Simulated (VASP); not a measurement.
# Zn3Bi2 (P4mm) in VASP: notebook

Runs on Zn3Bi2. Level: PBE. Tasks: single point, relaxation of cell and atoms.

Everything below comes from runs of VASP 6.6.1. Logs are shortened: lines on timing, memory, paths and dates and some standing lists are left out, and cuts for length are marked.

**1. The cell of the first run**

The structure is tetragonal, space group P4mm (No. 99). The conventional cell has a = 4.031 Å, b = 4.031 Å, c = 5.938 Å, α = 90.00°, β = 90.00°, γ = 90.00°. Zn (site symmetry 2mm) has 4 Bi at 2.58 to 2.68 Å and 6 Zn at 2.61 to 2.85 Å within 3.4 Å. Within 3.4 Å of Zn (site symmetry 4mm) lie 4 Zn at 2.61 Å and 6 Bi at 2.67 to 3.27 Å. Within 3.4 Å of Bi (site symmetry 4mm) lie 6 Zn at 2.58 to 3.27 Å. Bi (site symmetry 4mm) has 8 Zn at 2.68 to 2.85 Å within 3.5 Å.

The cell was generated, and may not be a known phase.

**2. Single point, PBE**

INCAR reads:

```
SYSTEM = Zn3Bi2
PREC = Accurate ; ENCUT = 520
EDIFF = 1E-7 ; ISMEAR = 0
SIGMA = 0.1 ; LREAL = .FALSE.
LASPH = .TRUE. ; NELM = 100
ALGO = Normal ; ISIF = 2
LWAVE = .FALSE. ; LCHARG = .FALSE.
GGA = PE ; NBANDS = 41
```

KPOINTS reads:

```
regular mesh
0
G
  4 4 4
  0 0 0
```

POSCAR reads:

```
Zn3Bi2
1.0
    4.0313408300      0.0000000000      0.0000000000
    0.0000000000      4.0313408300      0.0000000000
    0.0000000000      0.0000000000      5.9376766000
Zn Bi
3 2
Direct
    0.5000000000      0.0000000000      0.9934612500
    0.0000000000      0.5000000000      0.9934612500
    0.0000000000      0.0000000000      0.2721384500
    0.0000000000      0.0000000000      0.7211286400
    0.5000000000      0.5000000000      0.2898103300
```

Potentials or basis: VASP PAW PBE potentials, release 64 (Zn, Bi_d).

Launch:

```bash
$ cat potpaw_PBE.64/Zn/POTCAR potpaw_PBE.64/Bi_d/POTCAR > POTCAR
$ mpirun -np 1 vasp_std > vasp.out
```

OUTCAR:

```text
SYSTEM = Zn3Bi2
   PREC = Accurate
   ENCUT = 520
   EDIFF = 1E-7
   ISMEAR = 0
   LREAL = .FALSE.
   LASPH = .TRUE.
   NELM = 100
   ISIF = 2
   GGA = PE

 ion  position               nearest neighbor table
   1  0.500  0.000  0.993-   4 2.58   4 2.58   3 2.61   3 2.61   5 2.68   5 2.68   2 2.85   2 2.85
                             2 2.85   2 2.85
   2  0.000  0.500  0.993-   4 2.58   4 2.58   3 2.61   3 2.61   5 2.68   5 2.68   1 2.85   1 2.85
                             1 2.85   1 2.85
   3  0.000  0.000  0.272-   1 2.61   2 2.61   2 2.61   1 2.61   4 2.67   5 2.85   5 2.85   5 2.85
                             5 2.85   4 3.27
   4  0.000  0.000  0.721-   1 2.58   2 2.58   2 2.58   1 2.58   3 2.67   3 3.27   5 3.83   5 3.83
                             5 3.83   5 3.83
   5  0.500  0.500  0.290-   1 2.68   2 2.68   1 2.68   2 2.68   3 2.85   3 2.85   3 2.85   3 2.85
                             4 3.83   4 3.83   4 3.83   4 3.83

  LATTYP: Found a simple tetragonal cell.
 ALAT       =     4.0313408300
 C/A-ratio  =     1.4728788387

  Lattice vectors:

 A1 = (   4.0313408300,   0.0000000000,   0.0000000000)
 A2 = (   0.0000000000,   4.0313408300,   0.0000000000)
 A3 = (   0.0000000000,   0.0000000000,   5.9376766000)

Analysis of symmetry for initial positions (statically):
=====================================================================
 Subroutine PRICEL returns:
 Original cell was already a primitive cell.

 Routine SETGRP: Setting up the symmetry group for a
 simple tetragonal supercell.

 Subroutine GETGRP returns: Found  8 space group operations
 (whereof  8 operations were pure point group operations)
 out of a pool of 16 trial point group operations.

The static configuration has the point symmetry C_4v.

Analysis of symmetry for dynamics (positions and initial velocities):
=====================================================================
 Subroutine PRICEL returns:
 Original cell was already a primitive cell.

 Routine SETGRP: Setting up the symmetry group for a
 simple tetragonal supercell.

 Subroutine GETGRP returns: Found  8 space group operations
 (whereof  8 operations were pure point group operations)
 out of a pool of 16 trial point group operations.

The dynamic configuration has the point symmetry C_4v.

 Subroutine INISYM returns: Found  8 space group operations
 (whereof  8 operations are pure point group operations),
 and found     1 'primitive' translations

----------------------------------------------------------------------------------------

                                     Primitive cell

  volume of cell :      96.4974

  direct lattice vectors                    reciprocal lattice vectors
     4.031340830  0.000000000  0.000000000     0.248056426  0.000000000  0.000000000
     0.000000000  4.031340830  0.000000000     0.000000000  0.248056426  0.000000000
     0.000000000  0.000000000  5.937676600     0.000000000  0.000000000  0.168416043

  length of vectors
     4.031340830  4.031340830  5.937676600     0.248056426  0.248056426  0.168416043

  position of ions in fractional coordinates (direct lattice)
     0.500000000  0.000000000  0.993461250
     0.000000000  0.500000000  0.993461250
     0.000000000  0.000000000  0.272138450
     0.000000000  0.000000000  0.721128640
     0.500000000  0.500000000  0.289810330

  ion indices of the primitive-cell ions
   primitive index   ion index
                 1           1
                 2           2
                 3           3
                 4           4
                 5           5

----------------------------------------------------------------------------------------

 KPOINTS: regular mesh

Automatic generation of k-mesh.
 Grid dimensions read from file:
 generate k-points for:    4    4    4

 Generating k-lattice:

  Cartesian coordinates                     Fractional coordinates (reciprocal lattice)
     0.062014107  0.000000000  0.000000000     0.250000000  0.000000000  0.000000000
     0.000000000  0.062014107  0.000000000     0.000000000  0.250000000  0.000000000
     0.000000000  0.000000000  0.042104011     0.000000000  0.000000000  0.250000000

  Length of vectors
     0.062014107  0.062014107  0.042104011

  Shift w.r.t. Gamma in fractional coordinates (k-lattice)
     0.000000000  0.000000000  0.000000000

 Subroutine IBZKPT returns following result:
 ===========================================

 Found     18 irreducible k-points:

 Following reciprocal coordinates:
            Coordinates               Weight
  0.000000  0.000000  0.000000      1.000000
  0.250000  0.000000  0.000000      4.000000
  0.500000  0.000000  0.000000      2.000000
  0.250000  0.250000  0.000000      4.000000
  0.500000  0.250000  0.000000      4.000000
  0.500000  0.500000  0.000000      1.000000
[... 10 lines left out ...]
  0.500000  0.250000  0.500000      4.000000
  0.500000  0.500000  0.500000      1.000000
   k-points           NKPTS =     18   k-points in BZ     NKDIM =     18   number of bands    NBANDS=     41
   number of dos      NEDOS =    301   number of ions     NIONS =      5
   total plane-waves  NPLWV =  43200
   dimension x,y,z NGX =    30 NGY =   30 NGZ =   48
   dimension x,y,z NGXF=    60 NGYF=   60 NGZF=   96
   ions per type =               3   2
   NGX,Y,Z   is equivalent  to a cutoff of  12.37, 12.37, 13.44 a.u.
   NGXF,Y,Z  is equivalent  to a cutoff of  24.74, 24.74, 26.88 a.u.
 SYSTEM =  Zn3Bi2
   PREC   = accura    normal or accurate (medium, high low for compatibility)
   ISTART =      0    job   : 0-new  1-cont  2-samecut
   ICHARG =      2    charge: 1-file 2-atom 10-const
   ISPIN  =      1    spin polarized calculation?
   LNONCOLLINEAR =      F non collinear calculations
   LSORBIT =      F    spin-orbit coupling
   LASPH  =      T    aspherical Exc in radial PAW
   ENCUT  =  520.0 eV  38.22 Ry    6.18 a.u.   7.50  7.50 11.04*2*pi/ulx,y,z
   NELM   =    100;   NELMIN=  2; NELMDL= -5     # of ELM steps
   EDIFF  = 0.1E-06   stopping-criterion for ELM
   LREAL  =      F    real-space projection
   EDIFFG = 0.1E-05   stopping-criterion for IOM
   NSW    =      0    number of steps for IOM
   IBRION =     -1    ionic relax: 0-MD 1-quasi-New 2-CG
   NFREE  =      0    steps in history (QN), initial steepest desc. (CG)
   ISIF   =      2    stress and relaxation
   ISYM   =      2    0-nonsym 1-usesym 2-fastsym
   POTIM  = 0.5000    time-step for ionic-motion
   TEBEG  =    0.0;   TEEND  =   0.0 temperature during run
   PSTRESS=    0.0 pullay stress
   NELECT =      66.0000    total number of electrons
   NUPDOWN=      -1.0000    fix difference up-down
   EMIN   =  10.00;   EMAX   =-10.00  energy-range for DOS
   EFERMI =   0.00;   METHOD = LEGACY
   ISMEAR =     0;   SIGMA  =   0.10  broadening in eV -4-tet -1-fermi 0-gaus
   EFERMI_NEDOS =   21; number of points for ismear=-14 and -15
   IALGO  =     38    algorithm
   IMIX   =      4    mixing-type and parameters
     AMIX     =   0.40;   BMIX     =  1.00
     AMIX_MAG =   1.60;   BMIX_MAG =  1.00
  volume/ion in A,a.u.               =      19.30       130.24
  Fermi-wavevector in a.u.,A,eV,Ry     =   1.442395  2.725732 28.306976  2.080504
  Thomas-Fermi vector in A             =   2.560920
   LORBIT       =      0    0 simple, 1 ext, 2 COOP (PROOUT), +10 PAW based schemes
   GGA     = PE    functional components
   LHFCALC =     F    Hartree Fock is set to
   AEXX    =    0.0000 exact exchange contribution
   IVDW    =     0    specifies the selected vdW correction
   LEPSILON=     F    determine dielectric tensor
   LRPA    =     F    only Hartree local field effects (RPA)
 non-spin polarized calculation
 Gauss-broadening in eV      SIGMA  =   0.10
  energy-cutoff  :      520.00
  volume of cell :       96.50
 maximum number of plane-waves:      2638
 NGX is ok and might be reduce to    30
   NGX = 15   NGY = 15   NGZ = 23

 number of electron      66.0000070 magnetization

 Free energy of the ion-electron system (eV)
  ---------------------------------------------------
  ext. energy  EPLUGINS =         0.00000000
  ---------------------------------------------------
  free energy    TOTEN  =        -8.37784119 eV

  energy without entropy =       -8.37329319  energy(sigma->0) =       -8.37556719

 E-fermi :   7.1985     XC(G=0): -11.1902

 val. band max:        7.1714700880   @ k =   0.0000   0.0000   0.2500
 cond. band min:       7.2601900638   @ k =   0.0000   0.0000   0.2500
 fundamental gap:      0.0887199758
 Fermi energy:         7.1984548975

 k-point     1 :       0.0000    0.0000    0.0000
  band No.  band energies     occupation
      1     -15.9689      2.00000
      2     -15.9290      2.00000
      3     -15.9154      2.00000
      4     -15.9154      2.00000
      5     -15.8994      2.00000
      6     -15.8262      2.00000
[... 33 lines left out ...]
     40      13.1433      0.00000
     41      13.3178      0.00000

 k-point     2 :       0.2500    0.0000    0.0000
  band No.  band energies     occupation
      1     -15.9527      2.00000
      2     -15.9339      2.00000
      3     -15.9197      2.00000
      4     -15.9123      2.00000
      5     -15.8881      2.00000
      6     -15.8254      2.00000
[... 33 lines left out ...]
     40      12.1476      0.00000
     41      13.7457      0.00000

 k-point     3 :       0.5000    0.0000    0.0000
  band No.  band energies     occupation
      1     -15.9398      2.00000
      2     -15.9386      2.00000
      3     -15.9238      2.00000
      4     -15.9092      2.00000
      5     -15.8733      2.00000
      6     -15.8344      2.00000
[... 33 lines left out ...]
     40      12.8212      0.00000
     41      13.2064      0.00000

 k-point     4 :       0.2500    0.2500    0.0000
  band No.  band energies     occupation
      1     -15.9430      2.00000
      2     -15.9341      2.00000
      3     -15.9244      2.00000
      4     -15.9169      2.00000
      5     -15.8822      2.00000
      6     -15.8262      2.00000
[... 561 lines left out ...]
     40      12.9844      0.00000
     41      13.1999      0.00000

 k-point    17 :       0.5000    0.2500    0.5000
  band No.  band energies     occupation
      1     -15.9508      2.00000
      2     -15.9251      2.00000
      3     -15.9197      2.00000
      4     -15.9162      2.00000
      5     -15.8726      2.00000
      6     -15.8317      2.00000
[... 33 lines left out ...]
     40      13.6529      0.00000
     41      14.3331      0.00000

 k-point    18 :       0.5000    0.5000    0.5000
  band No.  band energies     occupation
      1     -15.9606      2.00000
      2     -15.9244      2.00000
      3     -15.9244      2.00000
      4     -15.8981      2.00000
      5     -15.8680      2.00000
      6     -15.8319      2.00000
[... 33 lines left out ...]
     40      12.5096      0.00000
     41      13.2025      0.00000

------------------------ aborting loop because EDIFF is reached ----------------------------------------

  FORCE on cell =-STRESS in cart. coord.  units (eV):
  Direction    XX          YY          ZZ          XY          YZ          ZX
  --------------------------------------------------------------------------------------
  -------------------------------------------------------------------------------------
  Total       14.7158127     14.7158127     15.9420436      0.0000000     -0.0000000      0.0000000
  in kB      244.3313866    244.3313866    264.6908944      0.0000000     -0.0000000      0.0000000
  external PRESSURE =     251.1178892 kB  Pullay stress =       0.0000000 kB

 VOLUME and BASIS-vectors are now :
 -----------------------------------------------------------------------------
  energy-cutoff  :      520.00
  volume of cell :       96.50
      direct lattice vectors                 reciprocal lattice vectors
     4.031340830  0.000000000  0.000000000     0.248056426  0.000000000  0.000000000
     0.000000000  4.031340830  0.000000000     0.000000000  0.248056426  0.000000000
     0.000000000  0.000000000  5.937676600     0.000000000  0.000000000  0.168416043

 POSITION                                       TOTAL-FORCE (eV/Angst)
 -----------------------------------------------------------------------------------
      2.01567      0.00000      5.89885        -0.000000      0.000000     -0.199284
      0.00000      2.01567      5.89885         0.000000      0.000000     -0.199284
      0.00000      0.00000      1.61587        -0.000000      0.000000      0.196156
      0.00000      0.00000      4.28183        -0.000000      0.000000     -2.844225
      2.01567      2.01567      1.72080        -0.000000     -0.000000      3.046637
 -----------------------------------------------------------------------------------
    total drift:                                0.000000     -0.000000     -0.001956

  FREE ENERGIE OF THE ION-ELECTRON SYSTEM (eV)
  ---------------------------------------------------
  free  energy   TOTEN  =        -8.3778411857 eV

  energy  without entropy=       -8.3732931948  energy(sigma->0) =       -8.37556719
```

Wall time 81 s (1 thread of Oxide Virtual Turin-like, shared host); peak memory 0.19 GiB.

What came out:

- Free energy: -8.3778 eV
- Pressure: 25.1 GPa
- Largest force: 3.047 eV/Å
- Band gap on the k mesh: zero (bands 33 and 34 overlap by 3.72 eV)

Forces in eV/Å, atoms in the order of the input:
```
Zn   0.000  0.000 -0.199
Zn   0.000  0.000 -0.199
Zn   0.000  0.000  0.196
Bi   0.000  0.000 -2.844
Bi   0.000  0.000  3.047
```

Levels at points of the mesh, in eV from the Fermi level:
| k point | band 31 | band 32 | band 33 | band 34 | band 35 | band 36 |
| --- | --- | --- | --- | --- | --- | --- |
| (0.00, 0.00, 0.00) | -2.23 | 0.18 | 0.88 | 0.91 | 0.91 | 2.12 |
| (0.50, 0.00, 0.00) | -3.14 | -0.77 | -0.29 | 1.26 | 1.53 | 3.75 |
| (0.50, 0.50, 0.00) | -3.21 | -3.21 | -2.89 | -2.84 | 0.76 | 0.76 |
| (0.00, 0.00, 0.50) | -2.70 | -0.69 | -0.69 | -0.22 | 0.30 | 2.46 |
| (0.50, 0.00, 0.50) | -0.64 | -0.19 | -0.18 | 0.20 | 0.81 | 2.00 |
| (0.50, 0.50, 0.50) | -4.49 | -4.49 | -3.53 | 1.91 | 2.40 | 4.06 |

Caveat: the k points lie up to 0.39 Å⁻¹ apart, too coarse for converged energies and pressures of a metal; spin-orbit coupling is left out, which moves the levels of the heavy elements; forces of over 1 eV/Å act on the atoms, so gaps and moduli don't describe the material at rest.

[end of part 1 of 2]

The gap in the log of VASP goes by the Fermi energy; the results here count the filled bands.